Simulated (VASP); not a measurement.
# SrO (I4mm) in VASP: a series of runs

Runs on SrO. Level: r2SCAN. Tasks: single point.

Everything below comes from runs of VASP 6.6.1. Logs are shortened: lines on timing, memory, paths and dates and some standing lists are left out, and cuts for length are marked.

**1. The cell of the first run**

The structure is tetragonal, space group I4mm (No. 107). Conventional cell: a = 3.634 Å, b = 3.634 Å, c = 5.140 Å, α = 90.00°, β = 90.00°, γ = 90.00°. Within 2.7 Å of Sr (site symmetry 4mm) lie 5 O at 2.07 to 2.62 Å. Within 2.7 Å of O (site symmetry 4mm) lie 5 Sr at 2.07 to 2.62 Å.

**2. Single point, r2SCAN**

Input file POSCAR:

```
SrO
1.0
    0.0000000000      2.5698000000      2.5698000000
    2.5698000000      0.0000000000      2.5698000000
    2.5698000000      2.5698000000      0.0000000000
Sr O
1 1
Direct
    0.0972838353      0.0972838353     -0.0972838353
    0.5000000000      0.5000000000      0.5000000000
```

Input file INCAR.step1:

```
PREC     = Accurate       # precision mode
ENCUT    = 520            # plane-wave cutoff, eV
ISMEAR   = 0              # smearing method
SIGMA    = 0.05           # smearing width, eV
LREAL    = False          # projectors in reciprocal space
LASPH    = True           # aspherical terms in the spheres
NELM     = 100            # most SCF steps
NBANDS   = 15             # bands
GGA      = PE             # functional
ALGO     = Normal         # electronic algorithm
EDIFF    = 1E-4           # SCF threshold, eV
LWAVE    = True           # write WAVECAR
LCHARG   = False          # write CHGCAR
```

Input file INCAR.step2:

```
PREC     = Accurate       # precision mode
ENCUT    = 520            # plane-wave cutoff, eV
EDIFF    = 1E-6           # SCF threshold, eV
ISMEAR   = 0              # smearing method
SIGMA    = 0.05           # smearing width, eV
LREAL    = False          # projectors in reciprocal space
LASPH    = True           # aspherical terms in the spheres
NELM     = 100            # most SCF steps
ALGO     = Normal         # electronic algorithm
ISIF     = 2              # what is computed and relaxed
LWAVE    = False          # write WAVECAR
LCHARG   = False          # write CHGCAR
METAGGA  = R2SCAN         # meta-GGA
LMIXTAU  = True         
NBANDS   = 15             # bands
ISTART   = 1
```

Input file KPOINTS:

```
regular mesh
0
Gamma
  8 8 8
```

Potentials or basis: VASP PAW PBE potentials, release 64 (Sr_sv, O).

On the command line:

```console
$ cat potpaw_PBE.64/Sr_sv/POTCAR potpaw_PBE.64/O/POTCAR > POTCAR
$ cp INCAR.step1 INCAR
$ mpirun -np 1 vasp_std > vasp.out
$ cp INCAR.step2 INCAR
$ mpirun -np 1 vasp_std > vasp.out
```

OUTCAR:

```text
PREC = Accurate
   ENCUT = 520
   EDIFF = 1E-6
   ISMEAR = 0
   LREAL = False
   LASPH = True
   NELM = 100
   ISIF = 2
   METAGGA = R2SCAN
   ISTART = 1

 ion  position               nearest neighbor table
   1  0.097  0.097  0.903-   2 2.07   2 2.62   2 2.62   2 2.62   2 2.62   2 3.07
   2  0.500  0.500  0.500-   1 2.07   1 2.62   1 2.62   1 2.62   1 2.62   1 3.07

  LATTYP: Found a face centered cubic cell.
 ALAT       =     5.1396000000

  Lattice vectors:

 A1 = (   0.0000000000,   2.5698000000,   2.5698000000)
 A2 = (   2.5698000000,   0.0000000000,   2.5698000000)
 A3 = (   2.5698000000,   2.5698000000,   0.0000000000)

Analysis of symmetry for initial positions (statically):
=====================================================================
 Subroutine PRICEL returns:
 Original cell was already a primitive cell.

 Routine SETGRP: Setting up the symmetry group for a
 face centered cubic supercell.

 Subroutine GETGRP returns: Found  8 space group operations
 (whereof  8 operations were pure point group operations)
 out of a pool of 48 trial point group operations.

The static configuration has the point symmetry C_4v.

Analysis of symmetry for dynamics (positions and initial velocities):
=====================================================================
 Subroutine PRICEL returns:
 Original cell was already a primitive cell.

 Routine SETGRP: Setting up the symmetry group for a
 face centered cubic supercell.

 Subroutine GETGRP returns: Found  8 space group operations
 (whereof  8 operations were pure point group operations)
 out of a pool of 48 trial point group operations.

The dynamic configuration has the point symmetry C_4v.

 Subroutine INISYM returns: Found  8 space group operations
 (whereof  8 operations are pure point group operations),
 and found     1 'primitive' translations

----------------------------------------------------------------------------------------

                                     Primitive cell

  volume of cell :      33.9413

  direct lattice vectors                    reciprocal lattice vectors
     0.000000000  2.569800000  2.569800000    -0.194567671  0.194567671  0.194567671
     2.569800000  0.000000000  2.569800000     0.194567671 -0.194567671  0.194567671
     2.569800000  2.569800000  0.000000000     0.194567671  0.194567671 -0.194567671

  length of vectors
     3.634246013  3.634246013  3.634246013     0.337001091  0.337001091  0.337001091

  position of ions in fractional coordinates (direct lattice)
     0.097283835  0.097283835  0.902716165
     0.500000000  0.500000000  0.500000000

  ion indices of the primitive-cell ions
   primitive index   ion index
                 1           1
                 2           2

----------------------------------------------------------------------------------------

 KPOINTS: regular mesh

Automatic generation of k-mesh.
 Grid dimensions read from file:
 generate k-points for:    8    8    8

 Generating k-lattice:

  Cartesian coordinates                     Fractional coordinates (reciprocal lattice)
    -0.024320959  0.024320959  0.024320959     0.125000000  0.000000000  0.000000000
     0.024320959 -0.024320959  0.024320959     0.000000000  0.125000000  0.000000000
     0.024320959  0.024320959 -0.024320959     0.000000000  0.000000000  0.125000000

  Length of vectors
     0.042125136  0.042125136  0.042125136

  Shift w.r.t. Gamma in fractional coordinates (k-lattice)
     0.000000000  0.000000000  0.000000000

 Subroutine IBZKPT returns following result:
 ===========================================

 Found     59 irreducible k-points:

 Following reciprocal coordinates:
            Coordinates               Weight
  0.000000  0.000000  0.000000      1.000000
  0.125000  0.000000  0.000000      8.000000
  0.250000  0.000000  0.000000      8.000000
  0.375000  0.000000  0.000000      8.000000
  0.500000  0.000000  0.000000      4.000000
  0.125000  0.125000  0.000000      2.000000
[... 16 lines left out ...]
  0.000000  0.375000  0.250000     16.000000
  0.500000  0.250000  0.000000      8.000000
 [... further k-points ...]
   k-points           NKPTS =     59   k-points in BZ     NKDIM =     59   number of bands    NBANDS=     15
   number of dos      NEDOS =    301   number of ions     NIONS =      2
   total plane-waves  NPLWV =  21952
   dimension x,y,z NGX =    28 NGY =   28 NGZ =   28
   dimension x,y,z NGXF=    56 NGYF=   56 NGZF=   56
   ions per type =               1   1
   NGX,Y,Z   is equivalent  to a cutoff of  12.81, 12.81, 12.81 a.u.
   NGXF,Y,Z  is equivalent  to a cutoff of  25.62, 25.62, 25.62 a.u.
 SYSTEM =  unknown system
   PREC   = accura    normal or accurate (medium, high low for compatibility)
   ISTART =      1    job   : 0-new  1-cont  2-samecut
   ICHARG =      0    charge: 1-file 2-atom 10-const
   ISPIN  =      1    spin polarized calculation?
   LNONCOLLINEAR =      F non collinear calculations
   LSORBIT =      F    spin-orbit coupling
   LASPH  =      T    aspherical Exc in radial PAW
   ENCUT  =  520.0 eV  38.22 Ry    6.18 a.u.   6.76  6.76  6.76*2*pi/ulx,y,z
   NELM   =    100;   NELMIN=  2; NELMDL=  0     # of ELM steps
   EDIFF  = 0.1E-05   stopping-criterion for ELM
   LREAL  =      F    real-space projection
   EDIFFG = 0.1E-04   stopping-criterion for IOM
   NSW    =      0    number of steps for IOM
   IBRION =     -1    ionic relax: 0-MD 1-quasi-New 2-CG
   NFREE  =      0    steps in history (QN), initial steepest desc. (CG)
   ISIF   =      2    stress and relaxation
   ISYM   =      2    0-nonsym 1-usesym 2-fastsym
   POTIM  = 0.5000    time-step for ionic-motion
   TEBEG  =    0.0;   TEEND  =   0.0 temperature during run
   PSTRESS=    0.0 pullay stress
   NELECT =      16.0000    total number of electrons
   NUPDOWN=      -1.0000    fix difference up-down
   EMIN   =  10.00;   EMAX   =-10.00  energy-range for DOS
   EFERMI =   0.00;   METHOD = LEGACY
   ISMEAR =     0;   SIGMA  =   0.05  broadening in eV -4-tet -1-fermi 0-gaus
   EFERMI_NEDOS =   21; number of points for ismear=-14 and -15
   IALGO  =     38    algorithm
   IMIX   =      4    mixing-type and parameters
     AMIX     =   0.40;   BMIX     =  1.00
     AMIX_MAG =   1.60;   BMIX_MAG =  1.00
  volume/ion in A,a.u.               =      16.97       114.52
  Fermi-wavevector in a.u.,A,eV,Ry     =   1.274106  2.407711 22.086959  1.623346
  Thomas-Fermi vector in A             =   2.406892
   LORBIT       =      0    0 simple, 1 ext, 2 COOP (PROOUT), +10 PAW based schemes
   METAGGA = R2SCAN    functional components
   LHFCALC =     F    Hartree Fock is set to
   AEXX    =    0.0000 exact exchange contribution
   IVDW    =     0    specifies the selected vdW correction
   LEPSILON=     F    determine dielectric tensor
   LRPA    =     F    only Hartree local field effects (RPA)
 non-spin polarized calculation
 Gauss-broadening in eV      SIGMA  =   0.05
  energy-cutoff  :      520.00
  volume of cell :       33.94
 maximum number of plane-waves:       941
   NGX = 13   NGY = 13   NGZ = 13

 number of electron      15.9999997 magnetization

 Free energy of the ion-electron system (eV)
  ---------------------------------------------------
  ext. energy  EPLUGINS =         0.00000000
  ---------------------------------------------------
  free energy    TOTEN  =       -26.44383244 eV

  energy without entropy =      -26.44383244  energy(sigma->0) =      -26.44383244

 E-fermi :   1.6273     XC(G=0): -10.5256

 val. band max:        1.3760673367   @ k =   0.5000   0.1250  -0.3750
 cond. band min:       5.1141326906   @ k =   0.5000   0.5000   0.0000
 fundamental gap:      3.7380653540
 Fermi energy:         1.6272618918

 k-point     1 :       0.0000    0.0000    0.0000
  band No.  band energies     occupation
      1     -31.9450      2.00000
      2     -15.4564      2.00000
      3     -12.9534      2.00000
      4     -12.9534      2.00000
      5     -12.4489      2.00000
      6       0.6557      2.00000
      7       0.6557      2.00000
      8       0.9441      2.00000
      9       5.8171      0.00000
     10       8.2451      0.00000
     11       9.1630      0.00000
     12       9.1630      0.00000
     13      10.5398      0.00000
     14      11.9475      0.00000
     15      14.4433      0.00000

 k-point     2 :       0.1250    0.0000    0.0000
  band No.  band energies     occupation
      1     -31.9228      2.00000
      2     -15.6373      2.00000
      3     -13.0634      2.00000
      4     -12.9705      2.00000
      5     -12.2346      2.00000
      6       0.3224      2.00000
      7       0.5810      2.00000
      8       0.9204      2.00000
      9       6.3898      0.00000
     10       8.1719      0.00000
     11       9.0889      0.00000
     12       9.1276      0.00000
     13      11.1341      0.00000
     14      12.4037      0.00000
     15      15.5015      0.00000

 k-point     3 :       0.2500    0.0000    0.0000
  band No.  band energies     occupation
      1     -31.8687      2.00000
      2     -16.0347      2.00000
      3     -13.1770      2.00000
      4     -13.0112      2.00000
      5     -11.9140      2.00000
      6      -0.2328      2.00000
      7       0.3921      2.00000
      8       0.7356      2.00000
      9       7.3451      0.00000
     10       8.4702      0.00000
     11       9.5156      0.00000
     12       9.5209      0.00000
     13      12.1870      0.00000
     14      13.3146      0.00000
     15      17.6066      0.00000
[... 343 lines left out ...]
 k-point    23 :       0.0000    0.3750    0.2500
  band No.  band energies     occupation
      1     -31.8050      2.00000
      2     -16.0137      2.00000
      3     -13.5583      2.00000
      4     -13.1996      2.00000
      5     -12.0345      2.00000
      6      -0.0166      2.00000
      7       0.2241      2.00000
      8       1.0954      2.00000
      9       7.0543      0.00000
     10       8.7862      0.00000
     11      10.3104      0.00000
     12      11.4847      0.00000
     13      12.6220      0.00000
     14      13.5405      0.00000
     15      18.3674      0.00000

 k-point    24 :       0.5000    0.2500    0.0000
  band No.  band energies     occupation
      1     -31.7625      2.00000
      2     -16.4164      2.00000
      3     -13.4904      2.00000
      4     -13.2195      2.00000
      5     -11.8841      2.00000
      6       0.1206      2.00000
      7       0.6084      2.00000
      8       0.8370      2.00000
      9       6.7755      0.00000
     10       8.5633      0.00000
     11      11.4095      0.00000
     12      11.8113      0.00000
     13      12.8627      0.00000
     14      14.9388      0.00000
     15      16.6411      0.00000

 [... further k-points ...]

------------------------ aborting loop because EDIFF is reached ----------------------------------------

  FORCE on cell =-STRESS in cart. coord.  units (eV):
  Direction    XX          YY          ZZ          XY          YZ          ZX
  --------------------------------------------------------------------------------------
  -------------------------------------------------------------------------------------
  Total        0.0539824      0.0539824      7.3109946      0.0000000     -0.0000000      0.0000000
  in kB        2.5482061      2.5482061    345.1112169      0.0000000     -0.0000000      0.0000000
  external PRESSURE =     116.7358764 kB  Pullay stress =       0.0000000 kB

 VOLUME and BASIS-vectors are now :
 -----------------------------------------------------------------------------
  energy-cutoff  :      520.00
  volume of cell :       33.94
      direct lattice vectors                 reciprocal lattice vectors
     0.000000000  2.569800000  2.569800000    -0.194567671  0.194567671  0.194567671
     2.569800000  0.000000000  2.569800000     0.194567671 -0.194567671  0.194567671
     2.569800000  2.569800000  0.000000000     0.194567671  0.194567671 -0.194567671

 POSITION                                       TOTAL-FORCE (eV/Angst)
 -----------------------------------------------------------------------------------
      2.56980      2.56980      0.50000         0.000000      0.000000     -3.603302
      2.56980      2.56980      2.56980         0.000000      0.000000      3.603302
 -----------------------------------------------------------------------------------
    total drift:                                0.000000      0.000000     -0.000472

  FREE ENERGIE OF THE ION-ELECTRON SYSTEM (eV)
  ---------------------------------------------------
  free  energy   TOTEN  =       -26.4438324395 eV

  energy  without entropy=      -26.4438324395  energy(sigma->0) =      -26.44383244
```

Run time: 3.4 min. Hardware: 1 thread of AMD EPYC 7R13, shared host; peak memory 0.15 GiB.

What came out:

- Free energy: -26.4438 eV
- Pressure: 11.7 GPa
- Largest force: 3.603 eV/Å
- Band gap on the k mesh: 3.74 eV

Forces on the atoms (eV/Å):
```
Sr   0.000  0.000 -3.603
O    0.000  0.000  3.603
```

Levels at points of the mesh, in eV from the valence-band top:
```csv
k point,band 6,band 7,band 8,band 9,band 10,band 11
"(0.00, 0.00, 0.00)",-0.72,-0.72,-0.43,4.44,6.87,7.79
"(0.50, 0.00, 0.00)",-2.16,-1.26,-1.00,6.73,8.43,9.71
"(0.50, 0.50, 0.00)",-0.27,-0.27,0.00,3.74,7.15,10.55
"(0.00, 0.50, 0.50)",-1.29,-0.61,-0.09,5.29,7.84,11.17
```

Caveat: the cell differs from its parent crystal (all Sr atoms moved -0.500 Å, as atom 1 towards its neighbour atom 2 (O) at 2.570 Å); the stress differs along the axes, from 0 to 35 GPa; the PAW data sets were made with another functional, which shifts forces and pressure a little. A k mesh can miss the band edges.

**3. Single point, r2SCAN**

POSCAR, as its differences from that of step 2:

```diff
@@ -8,3 +8,3 @@
 Direct
-    0.0972838353      0.0972838353     -0.0972838353
+   -0.0729628765     -0.0729628765      0.0729628765
     0.5000000000      0.5000000000      0.5000000000
```

Input file INCAR.step1:

```
ALGO     = Normal         # electronic algorithm
EDIFF    = 1E-4           # SCF threshold, eV
ENCUT    = 520            # plane-wave cutoff, eV
GGA      = PE             # functional
ISMEAR   = 0              # smearing method
LASPH    = T              # aspherical terms in the spheres
LCHARG   = F              # write CHGCAR
LREAL    = F              # projectors in reciprocal space
LWAVE    = T              # write WAVECAR
NBANDS   = 15             # bands
NELM     = 80             # most SCF steps
PREC     = Accurate       # precision mode
SIGMA    = 0.05           # smearing width, eV
```

Input file INCAR.step2:

```
ALGO     = Normal         # electronic algorithm
EDIFF    = 1E-6           # SCF threshold, eV
ENCUT    = 520            # plane-wave cutoff, eV
ISIF     = 2              # what is computed and relaxed
ISMEAR   = 0              # smearing method
ISTART   = 1            
LASPH    = T              # aspherical terms in the spheres
LCHARG   = T              # write CHGCAR
LELF     = T              # ELF
LMIXTAU  = T            
LREAL    = F              # projectors in reciprocal space
LVHAR    = T            
LWAVE    = F              # write WAVECAR
METAGGA  = R2SCAN         # meta-GGA
NBANDS   = 15             # bands
NELM     = 80             # most SCF steps
PREC     = Accurate       # precision mode
SIGMA    = 0.05           # smearing width, eV
```

Input file KPOINTS:

```
k-points
0
Gamma
  8 8 8
```

Potentials or basis: VASP PAW PBE potentials, release 64 (Sr_sv, O).

On the command line:

```console
$ cat potpaw_PBE.64/Sr_sv/POTCAR potpaw_PBE.64/O/POTCAR > POTCAR
$ cp INCAR.step1 INCAR
$ mpirun -np 1 vasp_std > vasp.out
$ cp INCAR.step2 INCAR
$ mpirun -np 1 vasp_std > vasp.out
```

Run time: 4.1 min. Hardware: 1 thread of AMD EPYC 7R13, shared host; peak memory 0.15 GiB.

It converged, with:

```
Free energy            : -26.7809 eV
Pressure               : 6.6 GPa
Largest force          : 1.929 eV/Å
Band gap on the k mesh : 3.80 eV (least direct gap 3.92 eV)
```

Forces in eV/Å, atoms in the order of the input:
```
Sr   0.000  0.000  1.929
O    0.000  0.000 -1.929
```

Stress tensor (GPa, compression positive):
```
 0.55  0.00  0.00
 0.00  0.55  0.00
 0.00  0.00 18.83
```

Levels at points of the mesh, in eV from the valence-band top:
| k point | band 4 | band 5 | band 6 | band 7 | band 8 | band 9 | band 10 | band 11 | band 12 | band 13 |
| --- | --- | --- | --- | --- | --- | --- | --- | --- | --- | --- |
| (0.00, 0.00, 0.00) | -14.34 | -14.06 | -0.35 | -0.35 | -0.23 | 4.60 | 6.89 | 7.42 | 7.42 | 9.20 |
| (0.50, 0.00, 0.00) | -14.44 | -13.19 | -2.07 | -1.13 | -1.00 | 6.97 | 8.57 | 9.68 | 9.92 | 11.95 |
| (0.50, 0.50, 0.00) | -14.73 | -14.26 | -0.14 | -0.12 | -0.12 | 3.80 | 7.83 | 10.68 | 11.09 | 11.81 |
| (0.00, 0.50, 0.50) | -14.69 | -14.13 | -0.78 | -0.47 | -0.05 | 4.76 | 8.19 | 11.23 | 11.25 | 11.80 |

Caveat: the cell differs from its parent crystal (all Sr atoms moved +0.375 Å, as atom 1 towards its neighbour atom 2 (O) at 2.570 Å); the stress differs along the axes, from 1 to 19 GPa; the PAW data sets were made with another functional, which shifts forces and pressure a little. A k mesh can miss the band edges.

(Part 1 of 2 ends here.)
